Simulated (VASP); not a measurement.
# HfN (Cm) in VASP: a series of runs

Runs on HfN. Level: PBEsol. Tasks: single point.

All numbers are computed with VASP 6.6.1; they aren't measurements. Logs are shortened: lines on timing, memory, paths and dates and some standing lists are left out, and cuts for length are marked.

### 1 The cell of the first run

Symmetry: Cm, No. 8, monoclinic system. Conventional cell: a = 6.013 Å, b = 3.472 Å, c = 3.472 Å, α = 90.00°, β = 125.26°, γ = 90.00°. Hf (site symmetry m) has 4 N at 1.99 to 2.55 Å within 2.6 Å. N (site symmetry m) has 4 Hf at 1.99 to 2.55 Å within 2.6 Å.

### 2 Single point, PBEsol (atom 2 (N) moved by (-0.300, -0.300) A along [1 1 0] and z)

File INCAR:

```
SYSTEM = HfN
PREC = Accurate ; ENCUT = 520
EDIFF = 1E-7 ; ISMEAR = 0
SIGMA = 0.15 ; LREAL = .False.
LASPH = .True. ; NELM = 100
ALGO = Normal ; ISIF = 2
LWAVE = .False. ; LCHARG = .False.
GGA = PS ; NBANDS = 14
```

File KPOINTS:

```
Automatic mesh
0
Gamma
  16 16 16
  0 0 0
```

File POSCAR:

```
HfN
1.0
    0.0000000000      2.4548220000      2.4548220000
    2.4548220000      0.0000000000      2.4548220000
    2.4548220000      2.4548220000      0.0000000000
Hf N
1 1
Direct
    0.0000000000      0.0000000000      0.0000000000
    0.6888957733      0.6888957733      0.7246898006
```

Potentials or basis: VASP PAW PBE potentials, release 64 (Hf_pv, N).

On the command line:

```console
cat potpaw_PBE.64/Hf_pv/POTCAR potpaw_PBE.64/N/POTCAR > POTCAR
mpirun -np 1 vasp_std > vasp.out
```

OUTCAR:

```text
SYSTEM = HfN
   PREC = Accurate
   ENCUT = 520
   EDIFF = 1E-7
   ISMEAR = 0
   LREAL = .False.
   LASPH = .True.
   NELM = 100
   ISIF = 2
   GGA = PS

 ion  position               nearest neighbor table
   1  0.000  0.000  0.000-   2 1.99   2 1.99   2 2.10   2 2.55
   2  0.689  0.689  0.725-   1 1.99   1 1.99   1 2.10   1 2.55

  LATTYP: Found a face centered cubic cell.
 ALAT       =     4.9096440000

  Lattice vectors:

 A1 = (   0.0000000000,   2.4548220000,   2.4548220000)
 A2 = (   2.4548220000,   0.0000000000,   2.4548220000)
 A3 = (   2.4548220000,   2.4548220000,   0.0000000000)

Analysis of symmetry for initial positions (statically):
=====================================================================
 Subroutine PRICEL returns:
 Original cell was already a primitive cell.

 Routine SETGRP: Setting up the symmetry group for a
 face centered cubic supercell.

 Subroutine GETGRP returns: Found  2 space group operations
 (whereof  2 operations were pure point group operations)
 out of a pool of 48 trial point group operations.

The static configuration has the point symmetry C_1h.

Analysis of symmetry for dynamics (positions and initial velocities):
=====================================================================
 Subroutine PRICEL returns:
 Original cell was already a primitive cell.

 Routine SETGRP: Setting up the symmetry group for a
 face centered cubic supercell.

 Subroutine GETGRP returns: Found  2 space group operations
 (whereof  2 operations were pure point group operations)
 out of a pool of 48 trial point group operations.

The dynamic configuration has the point symmetry C_1h.

 Subroutine INISYM returns: Found  2 space group operations
 (whereof  2 operations are pure point group operations),
 and found     1 'primitive' translations

----------------------------------------------------------------------------------------

                                     Primitive cell

  volume of cell :      29.5863

  direct lattice vectors                    reciprocal lattice vectors
     0.000000000  2.454822000  2.454822000    -0.203680756  0.203680756  0.203680756
     2.454822000  0.000000000  2.454822000     0.203680756 -0.203680756  0.203680756
     2.454822000  2.454822000  0.000000000     0.203680756  0.203680756 -0.203680756

  length of vectors
     3.471642566  3.471642566  3.471642566     0.352785417  0.352785417  0.352785417

  position of ions in fractional coordinates (direct lattice)
     0.000000000  0.000000000  0.000000000
     0.688895773  0.688895773  0.724689801

  ion indices of the primitive-cell ions
   primitive index   ion index
                 1           1
                 2           2

----------------------------------------------------------------------------------------

 KPOINTS: Automatic mesh

Automatic generation of k-mesh.
 Grid dimensions read from file:
 generate k-points for:   16   16   16

 Generating k-lattice:

  Cartesian coordinates                     Fractional coordinates (reciprocal lattice)
    -0.012730047  0.012730047  0.012730047     0.062500000  0.000000000  0.000000000
     0.012730047 -0.012730047  0.012730047     0.000000000  0.062500000  0.000000000
     0.012730047  0.012730047 -0.012730047     0.000000000  0.000000000  0.062500000

  Length of vectors
     0.022049089  0.022049089  0.022049089

  Shift w.r.t. Gamma in fractional coordinates (k-lattice)
     0.000000000  0.000000000  0.000000000

 Subroutine IBZKPT returns following result:
 ===========================================

 Found   1098 irreducible k-points:

 Following reciprocal coordinates:
            Coordinates               Weight
  0.000000  0.000000  0.000000      1.000000
  0.062500  0.000000  0.000000      4.000000
  0.000000  0.000000  0.062500      2.000000
  0.062500  0.062500  0.062500      2.000000
  0.125000  0.000000  0.000000      4.000000
  0.000000  0.000000  0.125000      2.000000
[... 16 lines left out ...]
  0.500000  0.000000  0.000000      2.000000
  0.000000  0.000000  0.500000      1.000000
 [... further k-points ...]
   k-points           NKPTS =   1098   k-points in BZ     NKDIM =   1098   number of bands    NBANDS=     14
   number of dos      NEDOS =    301   number of ions     NIONS =      2
   total plane-waves  NPLWV =  21952
   dimension x,y,z NGX =    28 NGY =   28 NGZ =   28
   dimension x,y,z NGXF=    56 NGYF=   56 NGZF=   56
   ions per type =               1   1
   NGX,Y,Z   is equivalent  to a cutoff of  13.41, 13.41, 13.41 a.u.
   NGXF,Y,Z  is equivalent  to a cutoff of  26.82, 26.82, 26.82 a.u.
 SYSTEM =  HfN
   PREC   = accura    normal or accurate (medium, high low for compatibility)
   ISTART =      0    job   : 0-new  1-cont  2-samecut
   ICHARG =      2    charge: 1-file 2-atom 10-const
   ISPIN  =      1    spin polarized calculation?
   LNONCOLLINEAR =      F non collinear calculations
   LSORBIT =      F    spin-orbit coupling
   LASPH  =      T    aspherical Exc in radial PAW
   ENCUT  =  520.0 eV  38.22 Ry    6.18 a.u.   6.45  6.45  6.45*2*pi/ulx,y,z
   NELM   =    100;   NELMIN=  2; NELMDL= -5     # of ELM steps
   EDIFF  = 0.1E-06   stopping-criterion for ELM
   LREAL  =      F    real-space projection
   EDIFFG = 0.1E-05   stopping-criterion for IOM
   NSW    =      0    number of steps for IOM
   IBRION =     -1    ionic relax: 0-MD 1-quasi-New 2-CG
   NFREE  =      0    steps in history (QN), initial steepest desc. (CG)
   ISIF   =      2    stress and relaxation
   ISYM   =      2    0-nonsym 1-usesym 2-fastsym
   POTIM  = 0.5000    time-step for ionic-motion
   TEBEG  =    0.0;   TEEND  =   0.0 temperature during run
   PSTRESS=    0.0 pullay stress
   NELECT =      15.0000    total number of electrons
   NUPDOWN=      -1.0000    fix difference up-down
   EMIN   =  10.00;   EMAX   =-10.00  energy-range for DOS
   EFERMI =   0.00;   METHOD = LEGACY
   ISMEAR =     0;   SIGMA  =   0.15  broadening in eV -4-tet -1-fermi 0-gaus
   EFERMI_NEDOS =   21; number of points for ismear=-14 and -15
   IALGO  =     38    algorithm
   IMIX   =      4    mixing-type and parameters
     AMIX     =   0.40;   BMIX     =  1.00
     AMIX_MAG =   1.60;   BMIX_MAG =  1.00
  volume/ion in A,a.u.               =      14.79        99.83
  Fermi-wavevector in a.u.,A,eV,Ry     =   1.305395  2.466839 23.185087  1.704056
  Thomas-Fermi vector in A             =   2.436267
   LORBIT       =      0    0 simple, 1 ext, 2 COOP (PROOUT), +10 PAW based schemes
   GGA     = PS    functional components
   LHFCALC =     F    Hartree Fock is set to
   AEXX    =    0.0000 exact exchange contribution
   IVDW    =     0    specifies the selected vdW correction
   LEPSILON=     F    determine dielectric tensor
   LRPA    =     F    only Hartree local field effects (RPA)
 non-spin polarized calculation
 Gauss-broadening in eV      SIGMA  =   0.15
  energy-cutoff  :      520.00
  volume of cell :       29.59
 maximum number of plane-waves:       821
 NGX is ok and might be reduce to    28
   NGX = 13   NGY = 13   NGZ = 13

 number of electron      15.0000001 magnetization

 Free energy of the ion-electron system (eV)
  ---------------------------------------------------
  ext. energy  EPLUGINS =         0.00000000
  ---------------------------------------------------
  free energy    TOTEN  =       -21.60378527 eV

  energy without entropy =      -21.59195646  energy(sigma->0) =      -21.59787087

 E-fermi :   5.2933     XC(G=0): -11.3715

 val. band max:        5.2929446878   @ k =   0.5000  -0.1250   0.4375
 cond. band min:       5.2941645553   @ k =  -0.4375   0.3125   0.1250
 fundamental gap:      0.0012198675
 Fermi energy:         5.2932547338

 k-point     1 :       0.0000    0.0000    0.0000
  band No.  band energies     occupation
      1     -25.4310      2.00000
      2     -25.4053      2.00000
      3     -25.3848      2.00000
      4     -10.5131      2.00000
      5      -0.1491      2.00000
      6      -0.0716      2.00000
      7       1.4226      2.00000
      8       4.3598      2.00000
      9       7.6558      0.00000
     10       7.6595      0.00000
     11       9.8555      0.00000
     12      14.2636      0.00000
     13      14.4103      0.00000
     14      17.5681      0.00000

 k-point     2 :       0.0625    0.0000    0.0000
  band No.  band energies     occupation
      1     -25.4497      2.00000
      2     -25.4113      2.00000
      3     -25.3870      2.00000
      4     -10.4507      2.00000
      5      -0.1826      2.00000
      6      -0.0482      2.00000
      7       1.4045      2.00000
      8       4.4927      2.00000
      9       7.5626      0.00000
     10       7.6635      0.00000
     11      10.0345      0.00000
     12      14.0549      0.00000
     13      14.3355      0.00000
     14      17.0527      0.00000

 k-point     3 :       0.0000    0.0000    0.0625
  band No.  band energies     occupation
      1     -25.4340      2.00000
      2     -25.4200      2.00000
      3     -25.3924      2.00000
      4     -10.4587      2.00000
      5      -0.2132      2.00000
      6      -0.0140      2.00000
      7       1.3913      2.00000
      8       4.5007      2.00000
      9       7.5784      0.00000
     10       7.6698      0.00000
     11       9.9986      0.00000
     12      14.1983      0.00000
     13      14.2425      0.00000
     14      17.1847      0.00000
[... 324 lines left out ...]
 k-point    23 :       0.5000    0.0000    0.0000
  band No.  band energies     occupation
      1     -25.9596      2.00000
      2     -25.4936      2.00000
      3     -25.4403      2.00000
      4      -8.9663      2.00000
      5      -0.2547      2.00000
      6       0.8341      2.00000
      7       1.8475      2.00000
      8       6.3342      0.00000
      9       6.4635      0.00000
     10       8.1768      0.00000
     11       9.7935      0.00000
     12      10.3998      0.00000
     13      11.7691      0.00000
     14      16.0768      0.00000

 k-point    24 :       0.0000    0.0000    0.5000
  band No.  band energies     occupation
      1     -25.8973      2.00000
      2     -25.5096      2.00000
      3     -25.4477      2.00000
      4      -9.1996      2.00000
      5      -0.2945      2.00000
      6       0.7488      2.00000
      7       1.6676      2.00000
      8       6.4812      0.00000
      9       6.9092      0.00000
     10       8.1638      0.00000
     11       9.7788      0.00000
     12      11.0506      0.00000
     13      12.1320      0.00000
     14      15.5200      0.00000

 [... further k-points ...]
[... 5 lines left out ...]
  --------------------------------------------------------------------------------------
  -------------------------------------------------------------------------------------
  Total        1.1930985      1.1930985      0.5289096     -2.2444641     -0.8047676     -0.8047671
  in kB       64.6095721     64.6095721     28.6419143   -121.5439151    -43.5803821    -43.5803589
  external PRESSURE =      52.6203528 kB  Pullay stress =       0.0000000 kB

 VOLUME and BASIS-vectors are now :
 -----------------------------------------------------------------------------
  energy-cutoff  :      520.00
  volume of cell :       29.59
      direct lattice vectors                 reciprocal lattice vectors
     0.000000000  2.454822000  2.454822000    -0.203680756  0.203680756  0.203680756
     2.454822000  0.000000000  2.454822000     0.203680756 -0.203680756  0.203680756
     2.454822000  2.454822000  0.000000000     0.203680756  0.203680756 -0.203680756

 POSITION                                       TOTAL-FORCE (eV/Angst)
 -----------------------------------------------------------------------------------
      0.00000      0.00000      0.00000        -0.614170     -0.614170     -2.182432
      3.47010      3.47010      3.38223         0.614170      0.614170      2.182432
 -----------------------------------------------------------------------------------
    total drift:                               -0.000045     -0.000045     -0.000132

  FREE ENERGIE OF THE ION-ELECTRON SYSTEM (eV)
  ---------------------------------------------------
  free  energy   TOTEN  =       -21.6037852734 eV

  energy  without entropy=      -21.5919564640  energy(sigma->0) =      -21.59787087
```

It took 5.2 min on 1 thread of Intel Xeon 6975P-C, shared host; peak memory 0.57 GiB.

Results:

| Quantity | Value |
| --- | --- |
| Free energy | -21.6038 eV |
| Pressure | 5.3 GPa |
| Largest force | 2.349 eV/Å |

Forces on the atoms (eV/Å):
```
Hf  -0.614 -0.614 -2.182
N    0.614  0.614  2.182
```

Stress tensor (GPa, compression positive):
```
  6.46 -12.15  -4.36
-12.15   6.46  -4.36
 -4.36  -4.36   2.86
```

Caveat: the cell differs from its parent crystal (atom 2 (N) moved by (-0.300, -0.300) A along [1 1 0] and z); the PAW data sets were made with another functional, which shifts forces and pressure a little; spin-orbit coupling is left out, which moves the levels of the heavy elements.

### 3 Single point, PBEsol (atom 2 (N) moved by (-0.300, +0.300) A along [1 1 0] and z)

File INCAR:

```
PREC = Accurate ; ENCUT = 520
EDIFF = 1E-7 ; ISMEAR = 0
SIGMA = 0.15 ; LREAL = F
LASPH = T ; NELM = 100
ALGO = Normal ; ISIF = 2
LWAVE = F ; LCHARG = T
GGA = PS ; LELF = T
LVHAR = T ; NBANDS = 14
```

File KPOINTS:

```
regular mesh
0
Gamma
  16 16 16
```

Edit POSCAR of step 2 so:

```diff
@@ -9,2 +9,2 @@
     0.0000000000      0.0000000000      0.0000000000
-    0.6888957733      0.6888957733      0.7246898006
+    0.8111042267      0.8111042267      0.6024813472
```

Potentials or basis: VASP PAW PBE potentials, release 64 (Hf_pv, N).

On the command line:

```console
cat potpaw_PBE.64/Hf_pv/POTCAR potpaw_PBE.64/N/POTCAR > POTCAR
mpirun -np 1 vasp_std > vasp.out
```

OUTCAR:

```text
PREC = Accurate
   ENCUT = 520
   EDIFF = 1E-7
   ISMEAR = 0
   LREAL = F
   LASPH = T
   NELM = 100
   ISIF = 2
   GGA = PS

 ion  position               nearest neighbor table
   1  0.000  0.000  0.000-   2 1.71   2 2.24   2 2.33   2 2.33
   2  0.811  0.811  0.602-   1 1.71   1 2.24   1 2.33   1 2.33

  LATTYP: Found a face centered cubic cell.
 ALAT       =     4.9096440000

  Lattice vectors:

 A1 = (   0.0000000000,   2.4548220000,   2.4548220000)
 A2 = (   2.4548220000,   0.0000000000,   2.4548220000)
 A3 = (   2.4548220000,   2.4548220000,   0.0000000000)
[... 584 lines left out ...]
      9       7.5384      0.00000
     10       8.1188      0.00000
     11       9.0937      0.00000
     12       9.3269      0.00000
     13      10.0100      0.00000
     14      17.7800      0.00000

 [... further k-points ...]
[... 5 lines left out ...]
  --------------------------------------------------------------------------------------
  -------------------------------------------------------------------------------------
  Total        4.4175643      4.4175643      3.4447023      6.5088192     -5.5210584     -5.5210563
  in kB      239.2232826    239.2232826    186.5401229    352.4705013   -298.9805309   -298.9804164
  external PRESSURE =     221.6622294 kB  Pullay stress =       0.0000000 kB

 VOLUME and BASIS-vectors are now :
 -----------------------------------------------------------------------------
  energy-cutoff  :      520.00
  volume of cell :       29.59
      direct lattice vectors                 reciprocal lattice vectors
     0.000000000  2.454822000  2.454822000    -0.203680756  0.203680756  0.203680756
     2.454822000  0.000000000  2.454822000     0.203680756 -0.203680756  0.203680756
     2.454822000  2.454822000  0.000000000     0.203680756  0.203680756 -0.203680756

 POSITION                                       TOTAL-FORCE (eV/Angst)
 -----------------------------------------------------------------------------------
      0.00000      0.00000      0.00000        -6.668484     -6.668484      6.831452
      3.47010      3.47010      3.98223         6.668484      6.668484     -6.831452
 -----------------------------------------------------------------------------------
    total drift:                               -0.000147     -0.000147      0.000181

  FREE ENERGIE OF THE ION-ELECTRON SYSTEM (eV)
  ---------------------------------------------------
  free  energy   TOTEN  =       -20.4584925800 eV

  energy  without entropy=      -20.4487869188  energy(sigma->0) =      -20.45363975
```

OSZICAR:

```text
N       E                     dE             d eps       ncg     rms          rms(c)
DAV:   1     0.439031143900E+02    0.43903E+02   -0.77233E+03 30792   0.975E+02
DAV:   2    -0.217253425313E+02   -0.65628E+02   -0.61131E+02 42110   0.234E+02
DAV:   3    -0.243030539174E+02   -0.25777E+01   -0.25665E+01 35280   0.387E+01
DAV:   4    -0.243175024721E+02   -0.14449E-01   -0.14447E-01 36876   0.344E+00
DAV:   5    -0.243176530237E+02   -0.15055E-03   -0.15055E-03 35262   0.308E-01    0.750E+01
DAV:   6    -0.206371126463E+02    0.36805E+01   -0.13411E+01 35370   0.273E+01    0.450E+01
DAV:   7    -0.205012970751E+02    0.13582E+00   -0.91209E-01 32508   0.820E+00    0.261E+01
DAV:   8    -0.204635736487E+02    0.37723E-01   -0.12159E-01 39234   0.309E+00    0.503E+00
DAV:   9    -0.204587312966E+02    0.48424E-02   -0.16567E-02 32970   0.105E+00    0.209E+00
DAV:  10    -0.204587322411E+02   -0.94446E-06   -0.30164E-03 38262   0.493E-01    0.904E-01
DAV:  11    -0.204584894587E+02    0.24278E-03   -0.76643E-04 35478   0.249E-01    0.766E-02
DAV:  12    -0.204584926210E+02   -0.31622E-05   -0.35893E-05 38850   0.489E-02    0.606E-02
DAV:  13    -0.204584925800E+02    0.41031E-07   -0.60774E-07 35172   0.713E-03
   1 F= -.20458493E+02 E0= -.20453640E+02  d E =-.970566E-02
```

stdout:

```text
POSCAR found type information on POSCAR HfN
 POSCAR found :  2 types and       2 ions
 scaLAPACK will be used
 -----------------------------------------------------------------------------
|                                                                             |
|                                                                             |
|     You enforced a specific xc type in the INCAR file but a different       |
|     I HOPE YOU KNOW WHAT YOU ARE DOING!                                     |
|                                                                             |
 -----------------------------------------------------------------------------

 LDA part: xc-table for (Slater+PW92), standard interpolation
 POSCAR, INCAR and KPOINTS ok, starting setup
 FFT: planning ... GRIDC
 FFT: planning ... GRID_SOFT
 FFT: planning ... GRID
 WAVECAR not read
 entering main loop
```

Run time: 5.6 min. Hardware: 1 thread of Intel Xeon 6975P-C, shared host; peak memory 0.56 GiB.

Results:

* Free energy: -20.4585 eV
* Pressure: 22.2 GPa
* Largest force: 11.645 eV/Å

Forces on the atoms (eV/Å):
```
Hf  -6.668 -6.668  6.831
N    6.668  6.668 -6.831
```

Levels at points of the mesh, in eV from the Fermi level:
| k point | band 4 | band 5 | band 6 | band 7 | band 8 | band 9 | band 10 | band 11 | band 12 | band 13 |
| --- | --- | --- | --- | --- | --- | --- | --- | --- | --- | --- |
| (0.00, 0.00, 0.00) | -15.72 | -5.45 | -5.31 | -4.99 | -0.63 | 2.16 | 2.21 | 5.98 | 7.10 | 10.11 |
| (0.50, 0.00, 0.00) | -14.73 | -5.60 | -5.52 | -4.41 | 1.18 | 3.27 | 4.02 | 4.39 | 6.60 | 7.23 |
| (0.00, 0.00, 0.50) | -13.74 | -4.97 | -3.94 | -3.64 | -1.32 | 2.18 | 2.76 | 3.74 | 3.97 | 4.66 |
| (0.50, 0.50, 0.50) | -14.50 | -5.69 | -5.39 | -4.29 | 0.95 | 3.04 | 4.08 | 4.25 | 6.28 | 6.71 |
| (0.50, 0.50, 0.00) | -14.15 | -6.67 | -3.71 | -3.12 | -1.45 | 3.63 | 4.04 | 4.68 | 5.52 | 8.82 |
| (0.00, 0.50, 0.50) | -13.92 | -6.78 | -3.86 | -3.16 | -1.25 | 3.35 | 4.04 | 4.67 | 5.43 | 9.10 |

Caveat: the cell differs from its parent crystal (atom 2 (N) moved by (-0.300, +0.300) A along [1 1 0] and z); the PAW data sets were made with another functional, which shifts forces and pressure a little; spin-orbit coupling is left out, which moves the levels of the heavy elements.
